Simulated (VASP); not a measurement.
# CdS (F-43m) in VASP: elastic constants with PBEsol

Aim: the elastic constants of CdS with PBEsol.

Program: VASP 6.6.1. These are calculated values, not measurements. Logs are shortened: lines on timing, memory, paths and dates and some standing lists are left out, and cuts for length are marked.

### 1 The cell of the first run

The structure is cubic, space group F-43m (No. 216). Conventional cell: a = 5.823 Å, b = 5.823 Å, c = 5.823 Å, α = 90.00°, β = 90.00°, γ = 90.00°. Within 3.3 Å of Cd (site symmetry -43m) lie 4 S at 2.52 Å. S (site symmetry -43m) has 4 Cd at 2.52 Å within 3.3 Å.

### 2 Elastic constants, PBEsol

The input, INCAR:

```
SYSTEM = CdS
  ALGO = Normal
  EDIFF = 1E-8
  ENCUT = 500
  GGA = PS
  GGA_COMPAT = .FALSE.
  IBRION = 6
  ISIF = 3
  ISMEAR = 0
  LASPH = .TRUE.
  LCHARG = .FALSE.
  LREAL = .FALSE.
  LWAVE = .FALSE.
  NELM = 120
  NFREE = 2
  NSW = 1
  POTIM = 0.015
  PREC = Accurate
  SIGMA = 0.01
```

The input, KPOINTS:

```
k-points
0
G
  8 8 8
  0 0 0
```

The input, POSCAR:

```
CdS
1.0
    0.0000000000      2.9116000000      2.9116000000
    2.9116000000      0.0000000000      2.9116000000
    2.9116000000      2.9116000000      0.0000000000
Cd S
1 1
Direct
    0.0000000000      0.0000000000      0.0000000000
    0.2500000000      0.2500000000      0.2500000000
```

Potentials or basis: VASP PAW PBE potentials, release 64 (Cd, S).

Launch:

```console
$ cat potpaw_PBE.64/Cd/POTCAR potpaw_PBE.64/S/POTCAR > POTCAR
$ mpirun -np 1 vasp_std > vasp.out
```

OUTCAR:

```text
SYSTEM = CdS
   EDIFF = 1E-8
   ENCUT = 500
   GGA = PS
   IBRION = 6
   ISIF = 3
   ISMEAR = 0
   LASPH = .TRUE.
   LREAL = .FALSE.
   NELM = 120
   NFREE = 2
   NSW = 1
   POTIM = 0.015
   PREC = Accurate

 ion  position               nearest neighbor table
   1  0.000  0.000  0.000-   2 2.52   2 2.52   2 2.52   2 2.52
   2  0.250  0.250  0.250-   1 2.52   1 2.52   1 2.52   1 2.52

  LATTYP: Found a face centered cubic cell.
 ALAT       =     5.8232000000

  Lattice vectors:

 A1 = (   0.0000000000,   2.9116000000,   2.9116000000)
 A2 = (   2.9116000000,   0.0000000000,   2.9116000000)
 A3 = (   2.9116000000,   2.9116000000,   0.0000000000)

Analysis of symmetry for initial positions (statically):
=====================================================================
 Subroutine PRICEL returns:
 Original cell was already a primitive cell.

 Routine SETGRP: Setting up the symmetry group for a
 face centered cubic supercell.

 Subroutine GETGRP returns: Found 24 space group operations
 (whereof 24 operations were pure point group operations)
 out of a pool of 48 trial point group operations.

The static configuration has the point symmetry T_d .

Analysis of symmetry for dynamics (positions and initial velocities):
=====================================================================
 Subroutine PRICEL returns:
 Original cell was already a primitive cell.

 Routine SETGRP: Setting up the symmetry group for a
 face centered cubic supercell.

 Subroutine GETGRP returns: Found 24 space group operations
 (whereof 24 operations were pure point group operations)
 out of a pool of 48 trial point group operations.

The dynamic configuration has the point symmetry T_d .

[... 716 lines left out ...]
      1     -10.6489      2.00000
      2      -6.3226      2.00000
      3      -6.2785      2.00000
      4      -6.0275      2.00000
      5      -5.9711      2.00000
      6      -5.4957      2.00000
      7      -2.9754      2.00000
      8      -0.7459      2.00000
      9       0.0054      2.00000
     10       5.5661      0.00000
     11       6.9533      0.00000
     12       8.3921      0.00000
     13       9.5262      0.00000

 [... further k-points ...]

------------------------ aborting loop because EDIFF is reached ----------------------------------------

  FORCE on cell =-STRESS in cart. coord.  units (eV):
  Direction    XX          YY          ZZ          XY          YZ          ZX
  --------------------------------------------------------------------------------------
  -------------------------------------------------------------------------------------
  Total        0.1335049      0.1357916      0.1357916      0.0000000      0.1014813      0.0000000
  in kB        4.3329401      4.4071538      4.4071538      0.0000000      3.2936060      0.0000000
  external PRESSURE =       4.3824159 kB  Pullay stress =       0.0000000 kB
[... 17 lines left out ...]
  FREE ENERGIE OF THE ION-ELECTRON SYSTEM (eV)
  ---------------------------------------------------
  free  energy   TOTEN  =        -6.8123838256 eV

  energy  without entropy=       -6.8123838256  energy(sigma->0) =       -6.81238383

 INTERNAL STRAIN TENSORS FROM STRAINED CELLS
 ============================================

 INTERNAL STRAIN TENSOR FOR ION    1 for displacements in x,y,z  (eV/Angst):
          X           Y           Z          XY          YZ          ZX
  --------------------------------------------------------------------------------
  x    -0.00000    -0.00000    -0.00000    -0.00000     6.75258     0.00000
  y    -0.00000    -0.00000    -0.00000    -0.00000     0.00000     6.75281
  z    -0.00000    -0.00000    -0.00000     6.75333    -0.00000     0.00000

 INTERNAL STRAIN TENSORS FROM DISPLACED ATOMS
 ============================================

 INTERNAL STRAIN TENSOR FOR ION    1 for displacements in x,y,z  (eV/Angst):
          X           Y           Z          XY          YZ          ZX
  --------------------------------------------------------------------------------
  x     0.00000     0.00000     0.00000     0.00000     6.76134     0.00000
  y    -0.00000    -0.00000    -0.00000     0.00000     0.00000     6.76134
  z     0.00000     0.00000     0.00000     6.76134     0.00000     0.00000

 INTERNAL STRAIN TENSOR FOR ION    2 for displacements in x,y,z  (eV/Angst):
          X           Y           Z          XY          YZ          ZX
  --------------------------------------------------------------------------------
  x     0.00000     0.00000     0.00000     0.00000    -6.75918     0.00000
  y     0.00000     0.00000     0.00000     0.00000     0.00000    -6.75918
  z     0.00000     0.00000     0.00000    -6.75918     0.00000     0.00000

 Eigenvectors and eigenvalues of the dynamical matrix
 ----------------------------------------------------

   1 f  =    7.082676 THz    44.501763 2PiTHz  236.252628 cm-1    29.291579 meV
             X         Y         Z           dx          dy          dz
      0.000000  0.000000  0.000000     0.000000    0.471807    0.000000
      1.455800  1.455800  1.455800     0.000000   -0.881702    0.000000
[... 21 lines left out ...]
   6 f/i=    0.005592 THz     0.035136 2PiTHz    0.186531 cm-1     0.023127 meV
             X         Y         Z           dx          dy          dz
      0.000000  0.000000  0.000000     0.000000    0.000000    0.881702
      1.455800  1.455800  1.455800     0.000000    0.000000    0.471807

--------------------------------------------------------------------------------------------------------

 ELASTIC MODULI CONTR FROM IONIC RELAXATION (kBar)
 Direction    XX          YY          ZZ          XY          YZ          ZX
 --------------------------------------------------------------------------------
 XX          -0.0000     -0.0000     -0.0000     -0.0000     -0.0000      0.0000
 YY          -0.0000     -0.0000     -0.0000     -0.0000     -0.0000      0.0000
 ZZ          -0.0000     -0.0000     -0.0000     -0.0000     -0.0000      0.0000
 XY          -0.0000     -0.0000     -0.0000   -289.3381     -0.0000      0.0000
 YZ          -0.0000     -0.0000     -0.0000     -0.0000   -289.3381     -0.0000
 ZX           0.0000      0.0000      0.0000      0.0000     -0.0000   -289.3381
 --------------------------------------------------------------------------------

 TOTAL ELASTIC MODULI (kBar)
 Direction    XX          YY          ZZ          XY          YZ          ZX
 --------------------------------------------------------------------------------
 XX         759.9049    568.1164    568.1164     -0.0000     -0.0000      0.0000
 YY         568.1164    759.9049    568.1164     -0.0000     -0.0000      0.0000
 ZZ         568.1164    568.1164    759.9049     -0.0000     -0.0000      0.0000
 XY          -0.0000     -0.0000     -0.0000    261.5553     -0.0000      0.0000
 YZ          -0.0000     -0.0000     -0.0000     -0.0000    261.5553     -0.0000
 ZX           0.0000      0.0000      0.0000      0.0000     -0.0000    261.5553
 --------------------------------------------------------------------------------
```

stdout:

```text
POSCAR found type information on POSCAR CdS
 POSCAR found :  2 types and       2 ions
 scaLAPACK will be used
 -----------------------------------------------------------------------------
|                                                                             |
|                                                                             |
|     You enforced a specific xc type in the INCAR file but a different       |
|     I HOPE YOU KNOW WHAT YOU ARE DOING!                                     |
[... 32 lines left out ...]
 Finite differences progress:
 bond charge predicted
 Finite differences progress:
 bond charge predicted
 Finite differences progress:
 bond charge predicted
 Finite differences progress:
 bond charge predicted
 Finite differences progress:
 bond charge predicted
 Finite differences progress:
 bond charge predicted
 Finite differences progress:
```

Run time: 24 min. Hardware: 1 thread of Intel Xeon 8259CL, shared host; peak memory 0.31 GiB.

What came out:

- Elastic constants C11, C12, C44: 76, 57, 26 GPa
- Voigt bulk modulus: 63 GPa
- Highest phonon frequency at Γ, LO-TO splitting left out: 236 cm⁻¹

Phonon frequencies in cm⁻¹ (negative: imaginary):
| q point | frequencies |
| --- | --- |
| (0.000, 0.000, 0.000) | 0 0 0 236 236 236 |

Elastic tensor in Voigt notation (GPa, in the Cartesian axes of the cell as first typed):
```
76 57 57  0  0  0
57 76 57  0  0  0
57 57 76  0  0  0
 0  0  0 26  0  0
 0  0  0  0 26  0
 0  0  0  0  0 26
```

Clamped-ion elastic tensor (GPa):
```
76 57 57  0  0  0
57 76 57  0  0  0
57 57 76  0  0  0
 0  0  0 55  0  0
 0  0  0  0 55  0
 0  0  0  0  0 55
```

Caveat: the PAW data sets were made with another functional, which shifts forces and pressure a little.
